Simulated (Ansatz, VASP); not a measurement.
**One calculation of CdSe, two programs**

```
Cd Se
1.0
     0.00000    2.94349    3.09841
     3.09841    0.00000    3.09841
     3.09841    2.94349    0.00000
Cd Se
1 1
Cartesian
  0.0000 0.0000 0.0000
  4.6476 4.4152 4.6476
```

Change from the starting cell: engineering shear strain xz +0.0000, normal strain along z -0.0500.

Alike in both runs: task single point; functional PBE; k mesh 10 × 10 × 10; occupations gaussian, width 0.05 eV; no spin polarisation.

|  | VASP | Ansatz |
| --- | --- | --- |
| version | VASP 6.6.1 | Ansatz 0.2.0 |
| potentials or method | VASP PAW PBE potentials, release 64 (Cd, Se), cutoff 520 eV | scalar-relativistic, plane waves, PAW |
| valence electrons in the cell | 18 | 36 |

VASP gave:

* gap on the k mesh at the Fermi level (eV): 0.50
* least direct gap on the mesh (eV): 0.50
* pressure (GPa): 2.8
* traceless stress, the component that is largest in VASP (GPa): 0.44

Q: Which values does Ansatz return?

A: gap on the k mesh at the Fermi level (eV): 0.50; least direct gap on the mesh (eV): 0.50; pressure (GPa): 2.5; traceless stress, the component that is largest in VASP (GPa): 0.45.

VASP's potentials hold 18 valence electrons a cell and Ansatz's 36, so a difference there can come from the potentials and not from the codes.
